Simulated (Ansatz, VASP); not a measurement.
## GaP: VASP beside Ansatz

File INCAR:

```
PREC = Accurate ; ENCUT = 520
EDIFF = 1E-6 ; ISMEAR = -1
SIGMA = 0.03 ; LREAL = F
LASPH = T ; NELM = 100
ALGO = Normal ; ISIF = 2
LWAVE = F ; LCHARG = T
GGA = PE ; LELF = T
LVHAR = T ; NBANDS = 16
```

File KPOINTS:

```
Automatic mesh
0
Gamma
  13 13 13
```

Contents of POSCAR:

```
GaP
1.0
    0.0000000000      2.6972876639      2.6972876639
    2.6972876639      0.0000000000      2.6972876639
    2.6972876639      2.6972876639      0.0000000000
Ga P
1 1
Direct
    0.0000000000      0.0000000000      0.0000000000
    0.2500000000      0.2500000000      0.2500000000
```

Input for Ansatz:

```yaml
crystal:
  lattice:
    - [0.0, 2.6972876639, 2.6972876639]
    - [2.6972876639, 0.0, 2.6972876639]
    - [2.6972876639, 2.6972876639, 0.0]
  atoms:
    - { symbol: Ga, position: [0.0, 0.0, 0.0] }
    - { symbol: P, position: [0.25, 0.25, 0.25] }
kpoints:
  mp_grid: { grid: [13, 13, 13] }
scf:
  occupations: { method: fermi_dirac, width: 0.03 }
hamiltonian:
  xc: pbe
  pseudopotentials: { kind: all_electron, lapw: { basis_error: 0.001 } }
output:
  forces: true
  stress: true
  eigenvalues: true
```

Change from the starting cell: volume scaled by 0.9405.

Alike in both runs: task single point; functional PBE; k mesh 13 × 13 × 13; occupations fermi-dirac, width 0.03 eV; no spin polarisation.

|  | VASP | Ansatz |
| --- | --- | --- |
| version | VASP 6.6.1 | Ansatz 0.2.0 |
| potentials or method | VASP PAW PBE potentials, release 64 (Ga_d, P), cutoff 520 eV | all-electron LAPW, scalar-relativistic |

Ansatz gave:

```
gap on the k mesh at the Fermi level (eV) : 1.56
pressure (GPa)                            : 5.4
```

Q: Which values does VASP return?

A: gap on the k mesh at the Fermi level (eV): 1.56; pressure (GPa): 5.3.

Ansatz ran all-electron here, and VASP with PAW potentials.
